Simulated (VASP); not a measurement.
# BN in VASP: a series of runs, part 2 of 2

VASP 6.6.1. Earlier steps stand in the parts before.

## Step 3: Single point, PBE+D3(BJ)

Contents of INCAR:

```
SYSTEM = BN
PREC = Accurate ; ENCUT = 520
EDIFF = 1E-7 ; ISMEAR = 0
SIGMA = 0.01 ; LREAL = .FALSE.
LASPH = .TRUE. ; NELM = 100
ALGO = Normal ; ISIF = 2
LWAVE = .FALSE. ; LCHARG = .TRUE.
GGA = PE ; IVDW = 12
LELF = .TRUE. ; LVHAR = .TRUE.
NBANDS = 11
```

Contents of KPOINTS:

```
regular mesh
0
G
  12 12 12
  0 0 0
```

Contents of POSCAR:

```
BN
1.0
    2.4950430224      0.0021921667     -0.2351082320
   -1.2383183138      2.1660608110      0.2350929314
   -0.9368797319     -0.9052854162      3.3513133621
B N
1 1
Direct
    0.9910387841      0.9914237065     -0.0061515094
    0.6571102159      0.3244602935      0.9929565094
```

Potentials or basis: VASP PAW PBE potentials, release 64 (B, N).

Launch:

```bash
> cat potpaw_PBE.64/B/POTCAR potpaw_PBE.64/N/POTCAR > POTCAR
> mpirun -np 1 vasp_std > vasp.out
```

OUTCAR:

```text
SYSTEM = BN
   PREC = Accurate
   ENCUT = 520
   EDIFF = 1E-7
   ISMEAR = 0
   LREAL = .FALSE.
   LASPH = .TRUE.
   NELM = 100
   ISIF = 2
   GGA = PE
   IVDW = 12
 IVDW          = 12

 ion  position               nearest neighbor table
   1  0.991  0.991  0.994-   2 1.45   2 1.45   2 1.45
   2  0.657  0.324  0.993-   1 1.45   1 1.45   1 1.45

  LATTYP: Found a base centered monoclinic cell.
 ALAT       =     4.3406685557
 B/A-ratio  =     0.5773599276
 C/A-ratio  =     0.8291792332
 COS(beta)  =    -0.4036458189

  Lattice vectors:

 A1 = (  -1.2383183138,   2.1660608110,   0.2350929314)
[... 525 lines left out ...]

 Edisp (eV)   -0.28479

 E8    (eV) :    -0.0835

  FORCE on cell =-STRESS in cart. coord.  units (eV):
  Direction    XX          YY          ZZ          XY          YZ          ZX
  --------------------------------------------------------------------------------------
  -------------------------------------------------------------------------------------
  Total       0.01940     0.01971    -0.01382     0.00027     0.00237    -0.00408
  in kB       1.73538     1.76314    -1.23637     0.02422     0.21180    -0.36519
  external pressure =        0.75 kB  Pullay stress =        0.00 kB

 VOLUME and BASIS-vectors are now :
 -----------------------------------------------------------------------------
  energy-cutoff  :      520.00
  volume of cell :       17.91
      direct lattice vectors                 reciprocal lattice vectors
     2.495043022  0.002192167 -0.235108232     0.417176233  0.219405677  0.175891853
    -1.238318314  2.166060811  0.235092931     0.011473134  0.454551829  0.125994809
    -0.936879732 -0.905285416  3.351313362     0.028461771 -0.016494382  0.301891534

 POSITION                                       TOTAL-FORCE (eV/Angst)
 -----------------------------------------------------------------------------------
      0.31387      1.24994      3.33077         0.000155     -0.000090      0.000169
      0.30745     -0.19467      3.24949        -0.000155      0.000090     -0.000169
 -----------------------------------------------------------------------------------
    total drift:                               -0.000116      0.000073     -0.000065

  FREE ENERGIE OF THE ION-ELECTRON SYSTEM (eV)
  ---------------------------------------------------
  free  energy   TOTEN  =       -17.8595917070 eV

  energy  without entropy=      -17.8595917070  energy(sigma->0) =      -17.85959171
```

stdout:

```text
POSCAR found type information on POSCAR B N
 POSCAR found :  2 types and       2 ions
 scaLAPACK will be used
 LDA part: xc-table for (Slater+PW92), standard interpolation
 POSCAR, INCAR and KPOINTS ok, starting setup
 FFT: planning ... GRIDC
 FFT: planning ... GRID_SOFT
 FFT: planning ... GRID
 WAVECAR not read
 entering main loop
```

Run time: 61 s. Hardware: 1 thread of Intel Xeon Platinum 8375C at 2.90GHz (Ice Lake), shared host; peak memory 0.21 GiB.

Results:

| Quantity | Value |
| --- | --- |
| Free energy | -17.8596 eV |
| Pressure | 0.1 GPa |
| Band gap on the k mesh | 4.22 eV, indirect (least direct gap 4.69 eV) |
| Dispersion energy per atom | -0.142 eV |

## Step 4: Relaxation of cell and atoms, PBE+D3(BJ)

Contents of INCAR:

```
ALGO = Normal
EDIFF = 1E-6
EDIFFG = -0.001
ENCUT = 600
GGA = PE
IBRION = 2
ISIF = 3
ISMEAR = 0
IVDW = 12
LASPH = True
LCHARG = False
LREAL = False
LWAVE = False
NELM = 100
NSW = 80
PREC = Accurate
SIGMA = 0.01
```

Contents of KPOINTS:

```
k-points
0
Gamma
  12 12 12
```

Contents of POSCAR:

```
BN
1.0
    2.4956024383      0.0019053380     -0.2293024778
   -1.2388457315      2.1664035939      0.2292825266
   -0.9294745340     -0.9096218794      3.3482268293
B N
1 1
Direct
    0.9910417367      0.9914240674     -0.0061484410
    0.6571072633      0.3244599326      0.9929534410
```

Launch:

```bash
> cat potpaw_PBE.64/B/POTCAR potpaw_PBE.64/N/POTCAR > POTCAR
> mpirun -np 1 vasp_std > vasp.out
```

It took 12 min on 1 thread of Intel Xeon Platinum 8375C at 2.90GHz (Ice Lake), shared host; peak memory 0.22 GiB.

Results (log left out):

| Item | Value |
| --- | --- |
| Free energy | -17.8630 eV |
| Relaxed volume | 8.88 Å³/atom |
| Relaxed cell | a = 2.506 Å, b = 2.506 Å, c = 3.572 Å, α = 90.03°, β = 110.50°, γ = 120.00° |
| Space group after relaxing (to 0.05 Å) | R3m (No. 160) |
| Energy gained by relaxing | 0.1 meV/atom |
| Ionic steps | 61 |
| Pressure after relaxing | 0.0 GPa |
| Band gap on the k mesh | 4.21 eV, indirect (least direct gap 4.69 eV) |
| Dispersion energy per atom | -0.144 eV |

Step by step:
```csv
step,energy change (eV),largest force (eV/Å),pressure (GPa),volume (Å³)
1,0.0000,0.0001,-0.11,17.91
3,0.0000,0.0014,0.24,17.85
5,-0.0001,0.0014,0.21,17.84
7,-0.0001,0.0036,0.09,17.80
9,-0.0001,0.0059,-0.03,17.77
11,-0.0001,0.0065,-0.06,17.77
13,-0.0001,0.0068,-0.06,17.76
15,-0.0001,0.0021,0.00,17.76
17,-0.0001,0.0016,0.05,17.76
19,-0.0001,0.0023,0.02,17.77
21,-0.0001,0.0001,0.03,17.76
23,-0.0001,0.0004,0.01,17.77
25,-0.0001,0.0011,-0.02,17.77
27,-0.0001,0.0002,-0.01,17.77
29,-0.0001,0.0085,-0.01,17.77
31,-0.0001,0.0042,-0.01,17.77
33,-0.0001,0.0035,-0.01,17.77
35,-0.0001,0.0024,0.00,17.77
37,-0.0001,0.0016,0.02,17.77
39,-0.0001,0.0035,0.03,17.76
41,-0.0001,0.0020,0.02,17.76
43,-0.0001,0.0015,0.02,17.77
45,-0.0001,0.0037,0.01,17.77
47,-0.0001,0.0085,0.00,17.77
49,-0.0001,0.0139,-0.01,17.77
51,-0.0001,0.0112,0.00,17.77
53,-0.0001,0.0076,-0.01,17.77
55,-0.0001,0.0007,-0.01,17.77
57,-0.0001,0.0054,-0.01,17.77
59,-0.0001,0.0038,-0.01,17.77
61,-0.0001,0.0007,0.01,17.76
```

Final structure:
```
CELL_PARAMETERS angstrom
2.49475 0.00231 -0.23631
-1.23807 2.16587 0.23629
-0.94076 -0.90299 3.32562
ATOMIC_POSITIONS crystal
B 0.99107 0.99144 0.99390
N 0.65708 0.32444 0.99291
```

Levels at points of the mesh, in eV from the valence-band top:
```csv
k point,band 1,band 2,band 3,band 4,band 5,band 6,band 7,band 8
"(0.00, 0.00, 0.00)",-17.77,-3.96,-1.27,-1.27,5.38,11.67,11.67,13.16
"(0.50, 0.00, 0.00)",-14.48,-8.76,-4.12,-1.21,4.22,9.86,14.48,18.04
"(0.00, 0.50, 0.00)",-14.57,-8.92,-4.04,-0.53,5.34,9.96,13.23,15.35
"(0.50, 0.50, 0.00)",-14.57,-8.92,-4.04,-0.52,5.34,9.95,13.23,15.34
"(0.00, 0.00, 0.50)",-17.44,-6.24,-1.30,-1.30,10.47,11.57,11.58,12.37
"(0.50, 0.50, 0.50)",-14.48,-8.76,-4.12,-1.21,4.21,9.86,14.49,18.05
```

A k mesh can miss the band edges. PBE gaps usually lie below the measured ones, often by a third to a half.

## Step 5: Single point, PBE+D3(BJ)

This run uses another cell than the first one, of 7.22 Å³/atom, 0.806 times its volume.

Contents of INCAR:

```
SYSTEM = BN
  PREC = Accurate
  ENCUT = 600
  EDIFF = 1E-6
  ISMEAR = 0
  SIGMA = 0.01
  LREAL = .FALSE.
  LASPH = .TRUE.
  NELM = 120
  ALGO = Normal
  ISIF = 2
  LWAVE = .FALSE.
  LCHARG = .FALSE.
  GGA = PE
  IVDW = 12
  NBANDS = 11
  GGA_COMPAT = .FALSE.
```

Contents of KPOINTS:

```
Automatic mesh
0
G
  12 12 12
  0 0 0
```

Contents of POSCAR:

```
BN
1.0
    2.4658708621      0.0022627397     -0.2344671823
   -1.2237563480      2.1407829690      0.2344520596
   -0.9789534805     -0.8640657133      2.7800839901
B N
1 1
Direct
    0.9937508538      0.9927803235     -0.0020828227
    0.6543981462      0.3231036765      0.9888878227
```

Launch:

```bash
> cat potpaw_PBE.64/B/POTCAR potpaw_PBE.64/N/POTCAR > POTCAR
> mpirun -np 1 vasp_std > vasp.out
```

Run time: 25 s. Hardware: 1 thread of Intel Xeon 6975P-C, shared host; peak memory 0.17 GiB.

It converged, with:

```yaml
Free_energy: -17.7355 eV
Pressure: 15.9 GPa
Band_gap_on_the_k_mesh: 3.66 eV, indirect (least direct gap 4.96 eV)
Dispersion_energy_per_atom: -0.182 eV
```

Stress tensor (GPa, compression positive):
```
15.99  0.00 -0.03
 0.00 15.99  0.02
-0.03  0.02 15.66
```

Levels at points of the mesh, in eV from the valence-band top:
```tsv
k point	band 1	band 2	band 3	band 4	band 5	band 6	band 7	band 8	band 9
(0.00, 0.00, 0.00)	-18.64	-2.80	-1.41	-1.41	6.94	11.79	11.79	13.38	16.56
(0.50, 0.00, 0.00)	-14.72	-9.03	-4.53	-1.97	3.66	9.64	16.29	21.07	22.02
(0.00, 0.50, 0.00)	-15.06	-9.54	-4.20	-0.27	5.50	10.70	14.40	17.81	20.66
(0.00, 0.00, 0.50)	-17.51	-7.72	-1.53	-1.53	11.48	11.48	12.21	13.35	21.55
```

## Step 6: Summary

```csv
task,cell,cutoff (eV),smearing,gap on the mesh (eV),pressure (GPa)
single point,"a = 2.506, b = 2.506, c = 3.592 Å, angles 90.3, 110.1, 120.0°, 2 atoms",520,gaussian 0.02 eV,4.19,0.1
single point,"a = 2.506, b = 2.506, c = 3.596 Å, angles 90.1, 110.3, 120.0°, 2 atoms",520,gaussian 0.01 eV,4.22,0.1
relaxation of cell and atoms,"relaxed from a = 2.506, b = 2.506, c = 3.592 Å, angles 90.3, 110.1, 120.0°, 2 atoms",600,gaussian 0.01 eV,4.21,0.0
single point,"a = 2.477, b = 2.477, c = 3.071 Å, angles 90.0, 113.8, 120.0°, 2 atoms",600,gaussian 0.01 eV,3.66,15.9
```

Alike in all rows: level PBE+D3(BJ); potentials or basis VASP PAW PBE potentials, release 64 (B, N); no spin polarisation; k mesh 12 × 12 × 12.

Total energies depend on the potentials used, so only differences within one code and one set of settings carry meaning.
